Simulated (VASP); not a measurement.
# CaF2 (Fm-3m) in VASP: a series of runs, part 2 of 3

VASP 6.6.1. The steps go on from the part before.

## (4) Electric field gradients, PBEsol (13.85 Å³/atom)

This run uses another cell than the first one, of 13.85 Å³/atom.

INCAR reads:

```
PREC     = Accurate       # precision mode
ENCUT    = 520            # plane-wave cutoff, eV
EDIFF    = 1E-8           # SCF threshold, eV
ISMEAR   = -1             # smearing method
SIGMA    = 0.02           # smearing width, eV
LREAL    = F              # projectors in reciprocal space
LASPH    = T              # aspherical terms in the spheres
NELM     = 120            # most SCF steps
ALGO     = Normal         # electronic algorithm
ISIF     = 2              # what is computed and relaxed
LWAVE    = F              # write WAVECAR
LCHARG   = F              # write CHGCAR
GGA      = PS             # functional
LEFG     = T            
NBANDS   = 19             # bands
GGA_COMPAT= F
```

KPOINTS reads:

```
regular mesh
0
Gamma
  8 8 8
```

POSCAR reads:

```
CaF2
1.0
    0.0000000000      2.7493382755      2.7493382755
    2.7493382755      0.0000000000      2.7493382755
    2.7493382755      2.7493382755      0.0000000000
Ca F
1 2
Direct
    0.0000000000      0.0000000000      0.0000000000
    0.2500000000      0.2500000000      0.2500000000
    0.7500000000      0.7500000000      0.7500000000
```

Potentials or basis: VASP PAW PBE potentials, release 64 (Ca_sv, F).

Started as:

```console
> cat potpaw_PBE.64/Ca_sv/POTCAR potpaw_PBE.64/F/POTCAR > POTCAR
> mpirun -np 1 vasp_std > vasp.out
```

OUTCAR:

```text
PREC = Accurate
   ENCUT = 520
   EDIFF = 1E-8
   ISMEAR = -1
   LREAL = F
   LASPH = T
   NELM = 120
   ISIF = 2
   GGA = PS

 ion  position               nearest neighbor table
   1  0.000  0.000  0.000-   3 2.38   3 2.38   3 2.38   2 2.38   3 2.38   2 2.38   2 2.38   2 2.38

   2  0.250  0.250  0.250-   1 2.38   1 2.38   1 2.38   1 2.38
   3  0.750  0.750  0.750-   1 2.38   1 2.38   1 2.38   1 2.38

  LATTYP: Found a face centered cubic cell.
 ALAT       =     5.4986765510

  Lattice vectors:

[... 747 lines left out ...]

  energy  without entropy=      -17.8874840016  energy(sigma->0) =      -17.88748400

 Electric field gradients (V/A^2)
---------------------------------------------------------------------
 ion       V_xx      V_yy      V_zz      V_xy      V_xz      V_yz
---------------------------------------------------------------------
   1      -0.000     0.000    -0.000    -0.000    -0.000    -0.000
   2       0.000     0.000    -0.000    -0.000    -0.000    -0.000
   3       0.000     0.000    -0.000    -0.000    -0.000    -0.000
---------------------------------------------------------------------

 Electric field gradients after diagonalization (V/A^2)
 (convention: |V_zz| > |V_xx| > |V_yy|)
----------------------------------------------------------------------
 ion       V_xx      V_yy      V_zz     asymmetry (V_yy - V_xx)/ V_zz
----------------------------------------------------------------------
   1       0.000     0.000    -0.000       0.000
   2       0.000     0.000    -0.001       0.000
   3       0.000     0.000    -0.001       0.000
----------------------------------------------------------------------

           NMR quadrupolar parameters

 Cq : quadrupolar parameter    Cq=e*Q*V_zz/h
 eta: asymmetry parameters     (V_yy - V_xx)/ V_zz
 Q  : nuclear electric quadrupole moment in mb (millibarn)
----------------------------------------------------------------------
 ion       Cq(MHz)       eta       Q (mb)
----------------------------------------------------------------------
   1      -0.000       0.000       1.000
   2      -0.000       0.000       1.000
   3      -0.000       0.000       1.000
----------------------------------------------------------------------
```

It took 19 s on 1 thread of AMD EPYC 9R45 (Zen 5), shared host; peak memory 0.14 GiB.

Results:

| Item | Value |
| --- | --- |
| Free energy | -17.8875 eV |
| Pressure | -3.2 GPa |
| Band gap on the k mesh | 6.98 eV (least direct gap 7.23 eV) |
| Largest electric field gradient by atom | zero within the noise of the run |

Levels at points of the mesh, in eV from the valence-band top:
| k point | band 8 | band 9 | band 10 | band 11 | band 12 | band 13 | band 14 | band 15 | band 16 | band 17 |
| --- | --- | --- | --- | --- | --- | --- | --- | --- | --- | --- |
| (0.00, 0.00, 0.00) | -2.08 | -2.08 | -0.26 | -0.26 | -0.26 | 6.98 | 9.04 | 9.04 | 11.07 | 11.07 |
| (0.50, 0.00, 0.00) | -1.49 | -1.29 | -1.23 | -0.83 | -0.83 | 9.26 | 9.26 | 9.57 | 10.44 | 10.80 |
| (0.50, 0.50, 0.00) | -1.64 | -1.64 | -0.36 | -0.36 | 0.00 | 7.96 | 9.36 | 9.96 | 10.72 | 10.72 |

Caveat: the cell stands under tension; the PAW data sets were made with another functional, which shifts forces and pressure a little.

## (5) Electric field gradients, PBEsol (14.13 Å³/atom)

This run uses another cell than the first one, of 14.13 Å³/atom.

INCAR reads:

```
SYSTEM = CaF2
PREC = Accurate ; ENCUT = 520
EDIFF = 1E-8 ; ISMEAR = -1
SIGMA = 0.02 ; LREAL = .FALSE.
LASPH = .TRUE. ; NELM = 120
ALGO = Normal ; ISIF = 2
LWAVE = .FALSE. ; LCHARG = .FALSE.
GGA = PS ; LEFG = .TRUE.
NBANDS = 19 ; GGA_COMPAT = .FALSE.
```

KPOINTS reads:

```
Automatic mesh
0
G
  8 8 8
  0 0 0
```

POSCAR reads:

```
CaF2
1.0
    0.0000000000      2.7671916217      2.7671916217
    2.7671916217      0.0000000000      2.7671916217
    2.7671916217      2.7671916217      0.0000000000
Ca F
1 2
Direct
    0.0000000000      0.0000000000      0.0000000000
    0.2500000000      0.2500000000      0.2500000000
    0.7500000000      0.7500000000      0.7500000000
```

Potentials or basis: VASP PAW PBE potentials, release 64 (Ca_sv, F).

Started as:

```console
> cat potpaw_PBE.64/Ca_sv/POTCAR potpaw_PBE.64/F/POTCAR > POTCAR
> mpirun -np 1 vasp_std > vasp.out
```

OUTCAR:

```text
SYSTEM = CaF2
   PREC = Accurate
   ENCUT = 520
   EDIFF = 1E-8
   ISMEAR = -1
   LREAL = .FALSE.
   LASPH = .TRUE.
   NELM = 120
   ISIF = 2
   GGA = PS

 ion  position               nearest neighbor table
   1  0.000  0.000  0.000-   3 2.40   3 2.40   3 2.40   2 2.40   2 2.40   2 2.40   3 2.40   2 2.40

   2  0.250  0.250  0.250-   1 2.40   1 2.40   1 2.40   1 2.40
   3  0.750  0.750  0.750-   1 2.40   1 2.40   1 2.40   1 2.40

  LATTYP: Found a face centered cubic cell.
 ALAT       =     5.5343832434

  Lattice vectors:

 A1 = (   0.0000000000,   2.7671916217,   2.7671916217)
 A2 = (   2.7671916217,   0.0000000000,   2.7671916217)
 A3 = (   2.7671916217,   2.7671916217,   0.0000000000)

Analysis of symmetry for initial positions (statically):
=====================================================================
 Subroutine PRICEL returns:
 Original cell was already a primitive cell.

 Routine SETGRP: Setting up the symmetry group for a
 face centered cubic supercell.

 Subroutine GETGRP returns: Found 48 space group operations
 (whereof 48 operations were pure point group operations)
 out of a pool of 48 trial point group operations.

The static configuration has the point symmetry O_h .

Analysis of symmetry for dynamics (positions and initial velocities):
=====================================================================
 Subroutine PRICEL returns:
 Original cell was already a primitive cell.

 Routine SETGRP: Setting up the symmetry group for a
 face centered cubic supercell.

 Subroutine GETGRP returns: Found 48 space group operations
 (whereof 48 operations were pure point group operations)
 out of a pool of 48 trial point group operations.

The dynamic configuration has the point symmetry O_h .

 Subroutine INISYM returns: Found 48 space group operations
 (whereof 48 operations are pure point group operations),
 and found     1 'primitive' translations

----------------------------------------------------------------------------------------

                                     Primitive cell

  volume of cell :      42.3787

  direct lattice vectors                    reciprocal lattice vectors
     0.000000000  2.767191622  2.767191622    -0.180688607  0.180688607  0.180688607
     2.767191622  0.000000000  2.767191622     0.180688607 -0.180688607  0.180688607
     2.767191622  2.767191622  0.000000000     0.180688607  0.180688607 -0.180688607

  length of vectors
     3.913399921  3.913399921  3.913399921     0.312961848  0.312961848  0.312961848

  position of ions in fractional coordinates (direct lattice)
     0.000000000  0.000000000  0.000000000
     0.250000000  0.250000000  0.250000000
     0.750000000  0.750000000  0.750000000

  ion indices of the primitive-cell ions
   primitive index   ion index
                 1           1
                 2           2
                 3           3

----------------------------------------------------------------------------------------

 KPOINTS: Automatic mesh

Automatic generation of k-mesh.
[... 78 lines left out ...]
   NUPDOWN=      -1.0000    fix difference up-down
   EMIN   =  10.00;   EMAX   =-10.00  energy-range for DOS
   EFERMI =   0.00;   METHOD = LEGACY
   ISMEAR =    -1;   SIGMA  =   0.02  broadening in eV -4-tet -1-fermi 0-gaus
   EFERMI_NEDOS =   21; number of points for ismear=-14 and -15
   IALGO  =     38    algorithm
   IMIX   =      4    mixing-type and parameters
     AMIX     =   0.40;   BMIX     =  1.00
     AMIX_MAG =   1.60;   BMIX_MAG =  1.00
  volume/ion in A,a.u.               =      14.13        95.33
  Fermi-wavevector in a.u.,A,eV,Ry     =   1.354449  2.559538 24.960327  1.834532
  Thomas-Fermi vector in A             =   2.481620
   LORBIT       =      0    0 simple, 1 ext, 2 COOP (PROOUT), +10 PAW based schemes
   GGA     = PS    functional components
   LHFCALC =     F    Hartree Fock is set to
   AEXX    =    0.0000 exact exchange contribution
   IVDW    =     0    specifies the selected vdW correction
   LEPSILON=     F    determine dielectric tensor
   LRPA    =     F    only Hartree local field effects (RPA)
 non-spin polarized calculation
  energy-cutoff  :      520.00
  volume of cell :       42.38
 maximum number of plane-waves:      1158
 NGX is ok and might be reduce to    30
   NGX = 15   NGY = 15   NGZ = 15

 number of electron      24.0000000 magnetization

 Free energy of the ion-electron system (eV)
  ---------------------------------------------------
  ext. energy  EPLUGINS =         0.00000000
  ---------------------------------------------------
  free energy    TOTEN  =       -17.86978735 eV

  energy without entropy =      -17.86978735  energy(sigma->0) =      -17.86978735

 E-fermi :  -0.8711     XC(G=0):  -9.6947

 val. band max:       -1.2855252545   @ k =   0.5000   0.5000   0.0000
 cond. band min:       5.5845283044   @ k =   0.0000   0.0000   0.0000
 fundamental gap:      6.8700535589
 Fermi energy:        -0.8711152888

 k-point     1 :       0.0000    0.0000    0.0000
  band No.  band energies     occupation
      1     -37.2907      2.00000
      2     -21.0123      2.00000
      3     -20.2816      2.00000
      4     -18.3135      2.00000
      5     -18.3135      2.00000
      6     -18.3135      2.00000
[... 505 lines left out ...]
      6     -17.9206      2.00000
[... 11 lines left out ...]
     18      10.8360      0.00000
     19      12.2991      0.00000

 [... further k-points ...]

------------------------ aborting loop because EDIFF is reached ----------------------------------------

  FORCE on cell =-STRESS in cart. coord.  units (eV):
  Direction    XX          YY          ZZ          XY          YZ          ZX
  --------------------------------------------------------------------------------------
  -------------------------------------------------------------------------------------
  Total       -1.1952400     -1.1952400     -1.1952400      0.0000000      0.0000000     -0.0000000
  in kB      -45.1874689    -45.1874689    -45.1874689      0.0000000      0.0000000     -0.0000000
  external PRESSURE =     -45.1874689 kB  Pullay stress =       0.0000000 kB

 VOLUME and BASIS-vectors are now :
 -----------------------------------------------------------------------------
  energy-cutoff  :      520.00
  volume of cell :       42.38
      direct lattice vectors                 reciprocal lattice vectors
     0.000000000  2.767191622  2.767191622    -0.180688607  0.180688607  0.180688607
     2.767191622  0.000000000  2.767191622     0.180688607 -0.180688607  0.180688607
     2.767191622  2.767191622  0.000000000     0.180688607  0.180688607 -0.180688607

 POSITION                                       TOTAL-FORCE (eV/Angst)
 -----------------------------------------------------------------------------------
      0.00000      0.00000      0.00000         0.000000      0.000000      0.000000
      1.38360      1.38360      1.38360        -0.000000     -0.000000     -0.000000
      4.15079      4.15079      4.15079         0.000000      0.000000      0.000000
 -----------------------------------------------------------------------------------
    total drift:                                0.000000     -0.000000      0.000000

  FREE ENERGIE OF THE ION-ELECTRON SYSTEM (eV)
  ---------------------------------------------------
  free  energy   TOTEN  =       -17.8697873548 eV

  energy  without entropy=      -17.8697873548  energy(sigma->0) =      -17.86978735

 Electric field gradients (V/A^2)
---------------------------------------------------------------------
 ion       V_xx      V_yy      V_zz      V_xy      V_xz      V_yz
---------------------------------------------------------------------
   1      -0.000     0.000    -0.000     0.000     0.000     0.000
   2      -0.000    -0.000    -0.000     0.001     0.001     0.001
   3      -0.000    -0.000    -0.000     0.001     0.001     0.001
---------------------------------------------------------------------

 Electric field gradients after diagonalization (V/A^2)
 (convention: |V_zz| > |V_xx| > |V_yy|)
----------------------------------------------------------------------
 ion       V_xx      V_yy      V_zz     asymmetry (V_yy - V_xx)/ V_zz
----------------------------------------------------------------------
   1      -0.000    -0.000     0.000       0.000
   2      -0.001    -0.001     0.002       0.000
   3      -0.001    -0.001     0.002       0.000
----------------------------------------------------------------------

           NMR quadrupolar parameters

 Cq : quadrupolar parameter    Cq=e*Q*V_zz/h
 eta: asymmetry parameters     (V_yy - V_xx)/ V_zz
 Q  : nuclear electric quadrupole moment in mb (millibarn)
----------------------------------------------------------------------
 ion       Cq(MHz)       eta       Q (mb)
----------------------------------------------------------------------
   1       0.000       0.000       1.000
   2       0.000       0.000       1.000
   3       0.000       0.000       1.000
----------------------------------------------------------------------
```

stdout:

```text
POSCAR found type information on POSCAR CaF
 POSCAR found :  2 types and       3 ions
 scaLAPACK will be used
 -----------------------------------------------------------------------------
|                                                                             |
|                                                                             |
|     You enforced a specific xc type in the INCAR file but a different       |
|     I HOPE YOU KNOW WHAT YOU ARE DOING!                                     |
|                                                                             |
 -----------------------------------------------------------------------------

 LDA part: xc-table for (Slater+PW92), standard interpolation
 POSCAR, INCAR and KPOINTS ok, starting setup
 FFT: planning ... GRIDC
 FFT: planning ... GRID_SOFT
 FFT: planning ... GRID
 WAVECAR not read
 entering main loop
ion   1

ion   2

ion   3
```

It took 18 s on 1 thread of AMD EPYC 9R45 (Zen 5), shared host; peak memory 0.15 GiB.

Results:

- Free energy: -17.8698 eV
- Pressure: -4.5 GPa
- Band gap on the k mesh: 6.87 eV (least direct gap 7.12 eV)
- Largest electric field gradient by atom: zero within the noise of the run

Caveat: the cell stands under tension; the PAW data sets were made with another functional, which shifts forces and pressure a little.

(Part 2 of 3 ends here.)
